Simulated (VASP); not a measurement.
# F2 in VASP: single point with PBE+D3(BJ)

Aim: the single point of F2 with PBE+D3(BJ).

Everything below comes from runs of VASP 6.6.1. Logs are shortened: lines on timing, memory, paths and dates and some standing lists are left out, and cuts for length are marked.

## Step 1: The cell of the first run

The cell holds a molecule in a box, 2 atoms: a = 5.804 Å, b = 8.110 Å, c = 23.953 Å, α = 90.00°, β = 90.00°, γ = 110.96°.

## Step 2: Single point, PBE+D3(BJ)

INCAR

```
PREC     = Accurate       # precision mode
ENCUT    = 520            # plane-wave cutoff, eV
EDIFF    = 1E-6           # SCF threshold, eV
ISMEAR   = 0              # smearing method
SIGMA    = 0.1            # smearing width, eV
LREAL    = False          # projectors in reciprocal space
LASPH    = True           # aspherical terms in the spheres
NELM     = 120            # most SCF steps
ALGO     = Normal         # electronic algorithm
ISIF     = 2              # what is computed and relaxed
LWAVE    = False          # write WAVECAR
LCHARG   = False          # write CHGCAR
LDIPOL   = True         
IDIPOL   = 3            
DIPOL    = 0.5 0.5 0.645
GGA      = PE             # functional
IVDW     = 12             # dispersion correction
NBANDS   = 14             # bands
GGA_COMPAT= False        
NELMDL   = -8
```

KPOINTS

```
Automatic mesh
0
Gamma
  4 3 1
```

POSCAR

```
F
1.0
    5.8038113749      0.0000000000      0.0000000000
   -2.9019056875      7.5735822842      0.0000000000
    0.0000000000      0.0000000000     23.9530597246
F
2
Direct
    0.4554725824      1.4082739560      0.6541717793
    0.2162380562      0.9326471245      0.6349236313
```

Potentials or basis: VASP PAW PBE potentials, release 64 (F).

Run with:

```
$ cat potpaw_PBE.64/F/POTCAR > POTCAR
$ mpirun -np 1 vasp_std > vasp.out
```

OUTCAR:

```text
PREC = Accurate
   ENCUT = 520
   EDIFF = 1E-6
   ISMEAR = 0
   LREAL = False
   LASPH = True
   NELM = 120
   ISIF = 2
   GGA = PE
   IVDW = 12
   NELMDL = -8
 IVDW          = 12

 ion  position               nearest neighbor table
   1  0.455  0.408  0.654-
   2  0.216  0.933  0.635-

  LATTYP: Found a base centered orthorhombic cell.
 ALAT       =     5.8038113749
 B/A-ratio  =     2.6098650680
 C/A-ratio  =     4.1271258105

  Lattice vectors:

 A1 = (   2.9019056875,  -7.5735822842,   0.0000000000)
 A2 = (   2.9019056874,   7.5735822842,   0.0000000000)
 A3 = (   0.0000000000,   0.0000000000,  23.9530597246)

Analysis of symmetry for initial positions (statically):
=====================================================================
 Subroutine PRICEL returns:
 Original cell was already a primitive cell.

 Routine SETGRP: Setting up the symmetry group for a
 base centered orthorhombic supercell.

 Subroutine GETGRP returns: Found  2 space group operations
 (whereof  1 operations were pure point group operations)
 out of a pool of  8 trial point group operations.

The static configuration has the point symmetry C_1 .
 The point group associated with its full space group is S_2 .

Analysis of symmetry for dynamics (positions and initial velocities):
=====================================================================
 Subroutine PRICEL returns:
 Original cell was already a primitive cell.

 Routine SETGRP: Setting up the symmetry group for a
 base centered orthorhombic supercell.

 Subroutine GETGRP returns: Found  2 space group operations
 (whereof  1 operations were pure point group operations)
 out of a pool of  8 trial point group operations.

The dynamic configuration has the point symmetry C_1 .
 The point group associated with its full space group is S_2 .

 Subroutine INISYM returns: Found  2 space group operations
 (whereof  1 operations are pure point group operations),
 and found     1 'primitive' translations

----------------------------------------------------------------------------------------

                                     Primitive cell

  volume of cell :    1052.8721

  direct lattice vectors                    reciprocal lattice vectors
     5.803811375  0.000000000  0.000000000     0.172300569  0.066018957  0.000000000
    -2.901905688  7.573582284  0.000000000     0.000000000  0.132037913  0.000000000
     0.000000000  0.000000000 23.953059725     0.000000000  0.000000000  0.041748320

  length of vectors
     5.803811375  8.110499691 23.953059725     0.184515551  0.132037913  0.041748320

  position of ions in fractional coordinates (direct lattice)
     0.455472582  0.408273956  0.654171779
     0.216238056  0.932647125  0.634923631

  ion indices of the primitive-cell ions
   primitive index   ion index
                 1           1
                 2           2

----------------------------------------------------------------------------------------

 KPOINTS: Automatic mesh

Automatic generation of k-mesh.
 Grid dimensions read from file:
 generate k-points for:    4    3    1

 Generating k-lattice:

  Cartesian coordinates                     Fractional coordinates (reciprocal lattice)
     0.043075142  0.016504739  0.000000000     0.250000000  0.000000000  0.000000000
     0.000000000  0.044012638  0.000000000     0.000000000  0.333333333  0.000000000
     0.000000000  0.000000000  0.041748320     0.000000000  0.000000000  1.000000000

  Length of vectors
     0.046128888  0.044012638  0.041748320

  Shift w.r.t. Gamma in fractional coordinates (k-lattice)
     0.000000000  0.000000000  0.000000000

 -----------------------------------------------------------------------------
|                                                                             |
|           W    W    AA    RRRRR   N    N  II  N    N   GGGG   !!!           |
|           W    W   A  A   R    R  NN   N  II  NN   N  G    G  !!!           |
|           W    W  A    A  R    R  N N  N  II  N N  N  G       !!!           |
|           W WW W  AAAAAA  RRRRR   N  N N  II  N  N N  G  GGG   !            |
|           WW  WW  A    A  R   R   N   NN  II  N   NN  G    G                |
|           W    W  A    A  R    R  N    N  II  N    N   GGGG   !!!           |
|                                                                             |
|     Your reciprocal lattice and k-lattice belong to different lattice       |
|     classes:                                                                |
|                                                                             |
|        The reciprocal lattice is base centered orthorhombic,                |
|        whereas your k-lattice is simple monoclinic.                         |
|                                                                             |
|     Results are often still useful ...                                      |
|                                                                             |
 -----------------------------------------------------------------------------

 WARNING: IBZKPT: internal override: KBLOWUP is changed to .FALSE.
      ... skipping the blow-up phase ...

 Subroutine IBZKPT returns following result:
 ===========================================

 Found      7 irreducible k-points:

 Following reciprocal coordinates:
            Coordinates               Weight
  0.000000  0.000000  0.000000      1.000000
  0.250000  0.000000  0.000000      2.000000
  0.500000  0.000000  0.000000      1.000000
  0.000000  0.333333  0.000000      2.000000
  0.250000  0.333333  0.000000      2.000000
  0.500000  0.333333  0.000000      2.000000
 -0.250000  0.333333  0.000000      2.000000
   k-points           NKPTS =      7   k-points in BZ     NKDIM =      7   number of bands    NBANDS=     14
   number of dos      NEDOS =    301   number of ions     NIONS =      2
   total plane-waves  NPLWV = 518400
   dimension x,y,z NGX =    48 NGY =   60 NGZ =  180
   dimension x,y,z NGXF=    96 NGYF=  120 NGZF=  360
   ions per type =               2
   NGX,Y,Z   is equivalent  to a cutoff of  13.75, 12.30, 12.49 a.u.
   NGXF,Y,Z  is equivalent  to a cutoff of  27.50, 24.60, 24.99 a.u.
 SYSTEM =  unknown system
   PREC   = accura    normal or accurate (medium, high low for compatibility)
   ISTART =      0    job   : 0-new  1-cont  2-samecut
   ICHARG =      2    charge: 1-file 2-atom 10-const
   ISPIN  =      1    spin polarized calculation?
   LNONCOLLINEAR =      F non collinear calculations
   LSORBIT =      F    spin-orbit coupling
   LASPH  =      T    aspherical Exc in radial PAW
   ENCUT  =  520.0 eV  38.22 Ry    6.18 a.u.  10.79 15.08 44.54*2*pi/ulx,y,z
   NELM   =    120;   NELMIN=  2; NELMDL= -8     # of ELM steps
   EDIFF  = 0.1E-05   stopping-criterion for ELM
   LREAL  =      F    real-space projection
   EDIFFG = 0.1E-04   stopping-criterion for IOM
   NSW    =      0    number of steps for IOM
   IBRION =     -1    ionic relax: 0-MD 1-quasi-New 2-CG
   NFREE  =      0    steps in history (QN), initial steepest desc. (CG)
   ISIF   =      2    stress and relaxation
   ISYM   =      2    0-nonsym 1-usesym 2-fastsym
   POTIM  = 0.5000    time-step for ionic-motion
   TEBEG  =    0.0;   TEEND  =   0.0 temperature during run
   PSTRESS=    0.0 pullay stress
   NELECT =      14.0000    total number of electrons
   NUPDOWN=      -1.0000    fix difference up-down
   EMIN   =  10.00;   EMAX   =-10.00  energy-range for DOS
   EFERMI =   0.00;   METHOD = LEGACY
   ISMEAR =     0;   SIGMA  =   0.10  broadening in eV -4-tet -1-fermi 0-gaus
   EFERMI_NEDOS =   21; number of points for ismear=-14 and -15
   IALGO  =     38    algorithm
   IMIX   =      4    mixing-type and parameters
     AMIX     =   0.40;   BMIX     =  1.00
     AMIX_MAG =   1.60;   BMIX_MAG =  1.00
  volume/ion in A,a.u.               =     526.44      3552.57
  Fermi-wavevector in a.u.,A,eV,Ry     =   0.387846  0.732922  2.046647  0.150424
  Thomas-Fermi vector in A             =   1.327955
   LORBIT       =      0    0 simple, 1 ext, 2 COOP (PROOUT), +10 PAW based schemes
   GGA     = PE    functional components
   LHFCALC =     F    Hartree Fock is set to
   AEXX    =    0.0000 exact exchange contribution
   IVDW    =    12    specifies the selected vdW correction
   LEPSILON=     F    determine dielectric tensor
   LRPA    =     F    only Hartree local field effects (RPA)
 non-spin polarized calculation
 Gauss-broadening in eV      SIGMA  =   0.10
  energy-cutoff  :      520.00
  volume of cell :     1052.87
 maximum number of plane-waves:     28381
 NGX is ok and might be reduce to    48
   NGX = 21   NGY = 31   NGZ = 89

 dipolmoment           0.000000      0.000000      0.000003 electrons x Angstroem

 number of electron      14.0000022 magnetization

 dipolmoment           0.000000      0.000000     -0.000000 electrons x Angstroem

 Free energy of the ion-electron system (eV)
  ---------------------------------------------------
  ext. energy  EPLUGINS =         0.00000000
  ---------------------------------------------------
  free energy    TOTEN  =        -0.26679482 eV

  energy without entropy =       -0.07169572  energy(sigma->0) =       -0.16924527

 E-fermi : -10.9269     XC(G=0):  -0.5928

 val. band max:      -10.9521848924   @ k =   0.0000   0.0000   0.0000
 cond. band min:      -0.8375986074   @ k =   0.0000   0.0000   0.0000
 fundamental gap:     10.1145862850
 Fermi energy:       -10.9268640589

 k-point     1 :       0.0000    0.0000    0.0000
  band No.  band energies     occupation
      1     -29.7983      2.00000
      2     -29.7904      2.00000
      3     -11.0854      1.97504
      4     -11.0065      1.74020
      5     -11.0005      1.70261
      6     -10.9889      1.61954
      7     -10.9872      1.60650
      8     -10.9522      1.27972
      9      -0.8376      0.00000
     10       0.1732      0.00000
     11       0.1762      0.00000
     12       0.8403      0.00000
     13       0.9179      0.00000
     14       1.7978      0.00000
[... 88 lines left out ...]
      1     -29.7981      2.00000
      2     -29.7905      2.00000
      3     -11.0807      1.97042
      4     -11.0066      1.74054
      5     -11.0048      1.72977
      6     -10.9888      1.61858
      7     -10.9869      1.60442
      8     -10.9566      1.32599
      9      -0.4243      0.00000
     10       0.5598      0.00000
     11       0.5697      0.00000
     12       1.1410      0.00000
     13       1.2319      0.00000
     14       1.3135      0.00000

------------------------ aborting loop because EDIFF is reached ----------------------------------------

 vacuum level on the upper side and lower side of the slab       (xc-potential included)        -0.072        -0.072

 Edisp (eV)   -0.00355

 E8    (eV) :    -0.0007

  FORCE on cell =-STRESS in cart. coord.  units (eV):
  Direction    XX          YY          ZZ          XY          YZ          ZX
  --------------------------------------------------------------------------------------
  -------------------------------------------------------------------------------------
  Total      -0.10227    -0.40140    -0.09631    -0.00071    -0.03660    -0.00027
  in kB      -0.15563    -0.61082    -0.14656    -0.00108    -0.05570    -0.00041
  external pressure =       -0.30 kB  Pullay stress =        0.00 kB

 VOLUME and BASIS-vectors are now :
 -----------------------------------------------------------------------------
  energy-cutoff  :      520.00
  volume of cell :     1052.87
      direct lattice vectors                 reciprocal lattice vectors
     5.803811375  0.000000000  0.000000000     0.172300569  0.066018957  0.000000000
    -2.901905688  7.573582284  0.000000000     0.000000000  0.132037913  0.000000000
     0.000000000  0.000000000 23.953059725     0.000000000  0.000000000  0.041748320

 POSITION                                       TOTAL-FORCE (eV/Angst)
 -----------------------------------------------------------------------------------
      1.45870      3.09210     15.66942        -0.000169     -0.079743     -0.010623
     -1.45145      7.06348     15.20836         0.000169      0.079743      0.010623
 -----------------------------------------------------------------------------------
    total drift:                                0.000076     -0.000019      0.000021

  FREE ENERGIE OF THE ION-ELECTRON SYSTEM (eV)
  ---------------------------------------------------
  free  energy   TOTEN  =        -0.2703422345 eV

  energy  without entropy=       -0.0752431371  energy(sigma->0) =       -0.17279269

 vacuum level on the upper side and lower side of the slab         0.053         0.053
```

It took 2 min on 1 thread of Intel Xeon Platinum 8375C at 2.90GHz (Ice Lake), shared host; peak memory 0.95 GiB.

What came out:

| Item | Value |
| --- | --- |
| Free energy | -0.2703 eV |
| Largest force | 0.080 eV/Å |
| Dispersion energy per atom | -0.002 eV |

Forces on the atoms (eV/Å):
```
F    0.000 -0.080 -0.011
F    0.000  0.080  0.011
```
